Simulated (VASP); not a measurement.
# Be4Te (P6/mmm) in VASP: single point with PBE

Aim: the single point of Be4Te with PBE.

All numbers are computed with VASP 6.6.1; they aren't measurements. Logs are shortened: lines on timing, memory, paths and dates and some standing lists are left out, and cuts for length are marked.

**1. The cell of the first run**

Symmetry: P6/mmm, No. 191, hexagonal system. The conventional cell has a = 4.303 Å, b = 4.303 Å, c = 4.919 Å, α = 90.00°, β = 90.00°, γ = 120.00°. Be (site symmetry mmm) has 6 Be at 2.15 Å within 2.8 Å. Within 2.8 Å of Be (site symmetry 6/mmm) lie 6 Be at 2.15 Å and 2 Te at 2.46 Å. Te (site symmetry 6/mmm) has 14 Be at 2.46 to 3.27 Å within 3.3 Å.

**2. Single point, PBE**

Input file POSCAR:

```
Be4Te
1.0
    4.3026583082      0.0000000000      0.0000000000
   -2.1513291541      3.7262113987      0.0000000000
    0.0000000000      0.0000000000      4.9188864675
Be Te
4 1
Direct
    0.5000000000      0.5000000000      0.0000000000
    0.5000000000      0.0000000000      0.0000000000
    0.0000000000      0.5000000000      0.0000000000
    0.0000000000      0.0000000000      0.0000000000
    0.0000000000      0.0000000000      0.5000000000
```

Input file INCAR.step1:

```
ALGO = Normal
EDIFF = 1E-7
ENCUT = 520
GGA = PE
ISIF = 2
ISMEAR = 0
LASPH = T
LCHARG = T
LREAL = F
LWAVE = F
NBANDS = 15
NELM = 60
PREC = Accurate
SIGMA = 0.1
```

Input file KPOINTS.step1:

```
k-points
0
Gamma
  12 12 8
```

Input file INCAR.step2:

```
ALGO = Normal
EDIFF = 1E-7
ENCUT = 520
GGA = PE
ICHARG = 11
ISIF = 2
ISMEAR = -5
LASPH = T
LCHARG = F
LORBIT = 11
LREAL = F
LWAVE = F
NEDOS = 1001
NELM = 60
PREC = Accurate
SIGMA = 0.1
```

Input file KPOINTS.step2:

```
k-points
0
Gamma
  18 18 12
```

Potentials or basis: VASP PAW PBE potentials, release 64 (Be, Te).

The run is started by

```console
$ cat potpaw_PBE.64/Be/POTCAR potpaw_PBE.64/Te/POTCAR > POTCAR
$ cp INCAR.step1 INCAR
$ cp KPOINTS.step1 KPOINTS
$ mpirun -np 1 vasp_std > vasp.out
$ cp INCAR.step2 INCAR
$ cp KPOINTS.step2 KPOINTS
$ mpirun -np 1 vasp_std > vasp.out
```

OUTCAR:

```text
EDIFF = 1E-7
   ENCUT = 520
   GGA = PE
   ICHARG = 11
   ISIF = 2
   ISMEAR = -5
   LASPH = T
   LORBIT = 11
   LREAL = F
   NELM = 60
   PREC = Accurate

 ion  position               nearest neighbor table
   1  0.500  0.500  0.000-   2 2.15   4 2.15   2 2.15   4 2.15   3 2.15   3 2.15
   2  0.500  0.000  0.000-   1 2.15   3 2.15   1 2.15   3 2.15   4 2.15   4 2.15
   3  0.000  0.500  0.000-   2 2.15   4 2.15   4 2.15   2 2.15   1 2.15   1 2.15
   4  0.000  0.000  0.000-   1 2.15   3 2.15   3 2.15   1 2.15   2 2.15   2 2.15   5 2.46   5 2.46

   5  0.000  0.000  0.500-   4 2.46   4 2.46

  LATTYP: Found a hexagonal cell.
 ALAT       =     4.3026583082
 C/A-ratio  =     1.1432203338

  Lattice vectors:

 A1 = (   4.3026583082,   0.0000000000,   0.0000000000)
 A2 = (  -2.1513291541,   3.7262113987,   0.0000000000)
 A3 = (   0.0000000000,   0.0000000000,   4.9188864675)

Analysis of symmetry for initial positions (statically):
=====================================================================
 Subroutine PRICEL returns:
 Original cell was already a primitive cell.

 Routine SETGRP: Setting up the symmetry group for a
 hexagonal supercell.

 Subroutine GETGRP returns: Found 24 space group operations
 (whereof 24 operations were pure point group operations)
 out of a pool of 24 trial point group operations.

The static configuration has the point symmetry D_6h.

Analysis of symmetry for dynamics (positions and initial velocities):
=====================================================================
 Subroutine PRICEL returns:
 Original cell was already a primitive cell.

 Routine SETGRP: Setting up the symmetry group for a
 hexagonal supercell.

 Subroutine GETGRP returns: Found 24 space group operations
 (whereof 24 operations were pure point group operations)
 out of a pool of 24 trial point group operations.

The dynamic configuration has the point symmetry D_6h.

 Subroutine INISYM returns: Found 24 space group operations
 (whereof 24 operations are pure point group operations),
 and found     1 'primitive' translations

----------------------------------------------------------------------------------------

                                     Primitive cell

  volume of cell :      78.8626

  direct lattice vectors                    reciprocal lattice vectors
     4.302658308  0.000000000  0.000000000     0.232414458  0.134184550  0.000000000
    -2.151329154  3.726211399  0.000000000     0.000000000  0.268369100  0.000000000
     0.000000000  0.000000000  4.918886468     0.000000000  0.000000000  0.203298045

  length of vectors
     4.302658308  4.302658308  4.918886468     0.268369100  0.268369100  0.203298045

  position of ions in fractional coordinates (direct lattice)
     0.500000000  0.500000000  0.000000000
     0.500000000  0.000000000  0.000000000
     1.000000000  0.500000000  0.000000000
     0.000000000  0.000000000  0.000000000
     0.000000000  0.000000000  0.500000000

  ion indices of the primitive-cell ions
   primitive index   ion index
                 1           1
                 2           2
                 3           3
                 4           4
                 5           5

----------------------------------------------------------------------------------------

 KPOINTS: k-points

Automatic generation of k-mesh.
 Grid dimensions read from file:
 generate k-points for:   18   18   12

 Generating k-lattice:

  Cartesian coordinates                     Fractional coordinates (reciprocal lattice)
     0.012911914  0.007454697  0.000000000     0.055555556 -0.000000000  0.000000000
     0.000000000  0.014909394  0.000000000     0.000000000  0.055555556  0.000000000
     0.000000000  0.000000000  0.016941504     0.000000000  0.000000000  0.083333333

  Length of vectors
     0.014909394  0.014909394  0.016941504

  Shift w.r.t. Gamma in fractional coordinates (k-lattice)
     0.000000000  0.000000000  0.000000000

 TETIRR: Found   3954 inequivalent tetrahedra from    23328

 Subroutine IBZKPT returns following result:
 ===========================================

 Found    259 irreducible k-points:

 Following reciprocal coordinates:
            Coordinates               Weight
  0.000000  0.000000  0.000000      1.000000
  0.055556  0.000000  0.000000      6.000000
  0.111111  0.000000  0.000000      6.000000
  0.166667 -0.000000  0.000000      6.000000
  0.222222  0.000000  0.000000      6.000000
  0.277778 -0.000000  0.000000      6.000000
[... 16 lines left out ...]
  0.333333  0.111111  0.000000     12.000000
  0.388889  0.111111  0.000000     12.000000
 [... further k-points ...]
   k-points           NKPTS =    259   k-points in BZ     NKDIM =    259   number of bands    NBANDS=     11
   number of dos      NEDOS =   1001   number of ions     NIONS =      5
   total plane-waves  NPLWV =  40960
   dimension x,y,z NGX =    32 NGY =   32 NGZ =   40
   dimension x,y,z NGXF=    64 NGYF=   64 NGZF=   80
   ions per type =               4   1
   NGX,Y,Z   is equivalent  to a cutoff of  12.36, 12.36, 13.52 a.u.
   NGXF,Y,Z  is equivalent  to a cutoff of  24.73, 24.73, 27.04 a.u.
 SYSTEM =  unknown system
   PREC   = accura    normal or accurate (medium, high low for compatibility)
   ISTART =      0    job   : 0-new  1-cont  2-samecut
   ICHARG =     11    charge: 1-file 2-atom 10-const
   ISPIN  =      1    spin polarized calculation?
   LNONCOLLINEAR =      F non collinear calculations
   LSORBIT =      F    spin-orbit coupling
   LASPH  =      T    aspherical Exc in radial PAW
   ENCUT  =  520.0 eV  38.22 Ry    6.18 a.u.   8.00  8.00  9.15*2*pi/ulx,y,z
   NELM   =     60;   NELMIN=  2; NELMDL=  0     # of ELM steps
   EDIFF  = 0.1E-06   stopping-criterion for ELM
   LREAL  =      F    real-space projection
   EDIFFG = 0.1E-05   stopping-criterion for IOM
   NSW    =      0    number of steps for IOM
   IBRION =     -1    ionic relax: 0-MD 1-quasi-New 2-CG
   NFREE  =      0    steps in history (QN), initial steepest desc. (CG)
   ISIF   =      2    stress and relaxation
   ISYM   =      2    0-nonsym 1-usesym 2-fastsym
   POTIM  = 0.5000    time-step for ionic-motion
   TEBEG  =    0.0;   TEEND  =   0.0 temperature during run
   PSTRESS=    0.0 pullay stress
   NELECT =      14.0000    total number of electrons
   NUPDOWN=      -1.0000    fix difference up-down
   EMIN   =  10.00;   EMAX   =-10.00  energy-range for DOS
   EFERMI =   0.00;   METHOD = LEGACY
   ISMEAR =    -5;   SIGMA  =   0.10  broadening in eV -4-tet -1-fermi 0-gaus
   EFERMI_NEDOS =   21; number of points for ismear=-14 and -15
   IALGO  =     38    algorithm
   IMIX   =      4    mixing-type and parameters
     AMIX     =   0.40;   BMIX     =  1.00
     AMIX_MAG =   1.60;   BMIX_MAG =  1.00
  volume/ion in A,a.u.               =      15.77       106.44
  Fermi-wavevector in a.u.,A,eV,Ry     =   0.920083  1.738705 11.518055  0.846553
  Thomas-Fermi vector in A             =   2.045349
   LORBIT       =     11    0 simple, 1 ext, 2 COOP (PROOUT), +10 PAW based schemes
   GGA     = PE    functional components
   LHFCALC =     F    Hartree Fock is set to
   AEXX    =    0.0000 exact exchange contribution
   IVDW    =     0    specifies the selected vdW correction
   LEPSILON=     F    determine dielectric tensor
   LRPA    =     F    only Hartree local field effects (RPA)
 non-spin polarized calculation
 Fermi weights with tetrahedron method with Bloechl corrections
  energy-cutoff  :      520.00
  volume of cell :       78.86
 maximum number of plane-waves:      2148

 number of electron      13.9999999 magnetization

 Free energy of the ion-electron system (eV)
  ---------------------------------------------------
  ext. energy  EPLUGINS =         0.00000000
  ---------------------------------------------------
  free energy    TOTEN  =       -16.07018946 eV

  energy without entropy =      -16.07018946  energy(sigma->0) =      -16.07018946

 E-fermi :   4.4214     XC(G=0):  -9.1454

 val. band max:        4.4961221905   @ k =   0.0556   0.0000   0.5000
 cond. band min:       4.3446673085   @ k =   0.5000   0.0000   0.2500
 fundamental gap:     -0.1514548821
 Fermi energy:         4.4213828361

 k-point     1 :       0.0000    0.0000    0.0000
  band No.  band energies     occupation
      1      -7.4416      2.00000
      2      -1.1254      2.00000
      3      -0.5729      2.00000
      4       1.6722      2.00000
      5       1.6722      2.00000
      6       3.0256      2.00000
      7       5.6726      0.00000
      8       5.6726      0.00000
      9       6.8829      0.00000
     10       7.6617      0.00000
     11       8.1514      0.00000

 k-point     2 :       0.0556    0.0000    0.0000
  band No.  band energies     occupation
      1      -7.4267      2.00000
      2      -1.1264      2.00000
      3      -0.5510      2.00000
      4       1.6027      2.00000
      5       1.6591      2.00000
      6       2.9797      2.00000
      7       5.5914      0.00000
      8       5.6629      0.00000
      9       6.9928      0.00000
     10       7.5698      0.00000
     11       8.2096      0.00000
[... 295 lines left out ...]
 k-point    24 :       0.3889    0.1111    0.0000
  band No.  band energies     occupation
      1      -6.8561      2.00000
      2      -1.5920      2.00000
      3       0.1156      2.00000
      4       0.3773      2.00000
      5       1.0519      2.00000
      6       3.2150      2.00000
      7       3.5388      2.00000
      8       5.0269      0.00000
      9       5.3638      0.00000
     10       7.6403      0.00000
     11       8.7021      0.00000

 [... further k-points ...]
[... 5 lines left out ...]
  --------------------------------------------------------------------------------------
  -------------------------------------------------------------------------------------
  Total        0.1982448      0.1982448      0.0642570      0.0000000     -0.0000000     -0.0000000
  in kB        4.0275529      4.0275529      1.3054495      0.0000000     -0.0000000     -0.0000000
  external PRESSURE =       3.1201851 kB  Pullay stress =       0.0000000 kB

 VOLUME and BASIS-vectors are now :
 -----------------------------------------------------------------------------
  energy-cutoff  :      520.00
  volume of cell :       78.86
      direct lattice vectors                 reciprocal lattice vectors
     4.302658308  0.000000000  0.000000000     0.232414458  0.134184550  0.000000000
    -2.151329154  3.726211399  0.000000000     0.000000000  0.268369100  0.000000000
     0.000000000  0.000000000  4.918886468     0.000000000  0.000000000  0.203298045

 POSITION                                       TOTAL-FORCE (eV/Angst)
 -----------------------------------------------------------------------------------
      1.07566      1.86311      0.00000         0.000000      0.000000      0.000000
      2.15133      0.00000      0.00000         0.000000      0.000000      0.000000
     -1.07566      1.86311      0.00000        -0.000000      0.000000      0.000000
      0.00000      0.00000      0.00000        -0.000000      0.000000      0.000000
      0.00000      0.00000      2.45944         0.000000      0.000000      0.000000
 -----------------------------------------------------------------------------------
    total drift:                                0.000000      0.000000     -0.000000

  FREE ENERGIE OF THE ION-ELECTRON SYSTEM (eV)
  ---------------------------------------------------
  free  energy   TOTEN  =       -16.0701894616 eV

  energy  without entropy=      -16.0701894616  energy(sigma->0) =      -16.07018946

 total charge

# of ion       s       p       d       tot
------------------------------------------
    1        0.452   0.610   0.000   1.063
    2        0.452   0.610   0.000   1.063
    3        0.452   0.610   0.000   1.063
    4        0.452   0.722   0.000   1.174
    5        1.419   1.847   0.038   3.304
--------------------------------------------------
tot          3.228   4.400   0.038   7.667
```

Run time: 92 s. Hardware: 1 thread of AMD EPYC 9R45 (Zen 5), shared host; peak memory 0.34 GiB.

What came out:

* Valence electrons inside the program's atomic spheres: Be 1.06, 1.17 (each value once); Te 3.30

Caveat: spin-orbit coupling is left out, which moves the levels of the heavy elements.
